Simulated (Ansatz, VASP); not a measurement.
# One calculation of Pt, two programs

File INCAR:

```
PREC = Accurate
ENCUT = 520
EDIFF = 1E-6
ISMEAR = 0
SIGMA = 0.15
LREAL = F
LASPH = T
NELM = 100
ALGO = Fast
ISIF = 2
LWAVE = F
LCHARG = F
GGA = PE
NBANDS = 17
```

The input KPOINTS:

```
regular mesh
0
Gamma
  18 18 12
```

POSCAR

```
Pt
1.0
    0.0000000000     -1.9579000000     -1.9579000000
    0.0000000000      1.9579000000     -1.9579000000
    3.9158000000      0.0000000000      0.0000000000
Pt
2
Direct
    0.5287297615      0.5287297615      0.5000000000
   -0.0287297615     -0.0287297615      0.0000000000
```

Input for Ansatz:

```yaml
crystal:
  lattice:
    - [0.0, -1.9579, -1.9579]
    - [0.0, 1.9579, -1.9579]
    - [3.9158, 0.0, 0.0]
  atoms:
    - { symbol: Pt, position: [0.5287297615, 0.5287297615, 0.5] }
    - { symbol: Pt, position: [-0.0287297615, -0.0287297615, 0.0] }
basis:
  ecutwfc: 420
kpoints:
  mp_grid: { grid: [18, 18, 12] }
hamiltonian:
  xc: pbe
scf:
  occupations: { method: gaussian, width: 0.15 }
output:
  forces: true
  stress: true
  eigenvalues: true
```

Change from the starting cell: mode 4 (134.1 1/cm) frozen in, largest displacement +0.113 Å.

Alike in both runs: task single point; functional PBE; k mesh 18 × 18 × 12; occupations gaussian, width 0.15 eV; no spin polarisation.

|  | VASP | Ansatz |
| --- | --- | --- |
| version | VASP 6.6.1 | Ansatz 0.2.0 |
| potentials or method | VASP PAW PBE potentials, release 64 (Pt), cutoff 520 eV | scalar-relativistic, plane waves, PAW |
| valence electrons in the cell | 20 | 36 |

Ansatz gave:

```
gap on the k mesh at the Fermi level (eV)                     : none
pressure (GPa)                                                : 15.2
traceless stress, the component that is largest in VASP (GPa) : -4.04
rms of the force components (eV/Å)                            : 0.840
```

**Question.** Estimate VASP's values.

**Answer.** gap on the k mesh at the Fermi level (eV): none; pressure (GPa): 14.6; traceless stress, the component that is largest in VASP (GPa): -3.98; rms of the force components (eV/Å): 0.832.

Atom by atom the forces differ by 0.008 eV/Å (rms over components). A gap of «none» marks a metal or a gap that the smearing closes. The functional is the same, so the differences come from potentials, cutoffs and numerics. VASP's potentials hold 20 valence electrons a cell and Ansatz's 36, so a difference there can come from the potentials and not from the codes.

Spin-orbit coupling is off throughout.
